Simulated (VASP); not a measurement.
Input of a VASP 6.6.1 run:

INCAR

```
  PREC = Accurate
  ENCUT = 520
  EDIFF = 1E-8
  ISMEAR = -1
  SIGMA = 0.03
  LREAL = False
  LASPH = True
  NELM = 60
  ALGO = Normal
  ISIF = 2
  LWAVE = False
  LCHARG = False
  GGA = PS
  LEFG = True
  NBANDS = 28
```

File KPOINTS:

```
Automatic mesh
0
Gamma
  7 7 7
```

POSCAR

```
BaTiO3
1.0
    3.9729548958      0.0000000000      0.0000000000
    0.0000000000      3.9729548958      0.0000000000
    0.0000000000      0.0000000000      3.9910327445
Ba Ti O
1 1 3
Direct
    0.0000000000      0.0000000000      0.0000000000
    0.5000000000      0.5000000000      0.5000000000
    0.5000000000      0.5000000000      0.0000000000
    0.5000000000      0.0000000000      0.5000000000
    0.0000000000      0.5000000000      0.5000000000
```

Potentials or basis: VASP PAW PBE potentials, release 64 (Ba_sv, Ti_sv, O).

Command:

```bash
$ cat potpaw_PBE.64/Ba_sv/POTCAR potpaw_PBE.64/Ti_sv/POTCAR potpaw_PBE.64/O/POTCAR > POTCAR
$ mpirun -np 1 vasp_std > vasp.out
```

(1) Predict the band gap on the k mesh.

(2) Predict the pressure.

## Answers

(1) 1.79 eV, indirect (least direct gap 1.85 eV).

(2) 0.7 GPa.

Caveat: without QUAD_EFG the Cq values of the log hold for a quadrupole moment of 1 mb, not for the nuclei; the PAW data sets were made with another functional, which shifts forces and pressure a little; spin-orbit coupling is left out, which moves the levels of the heavy elements.
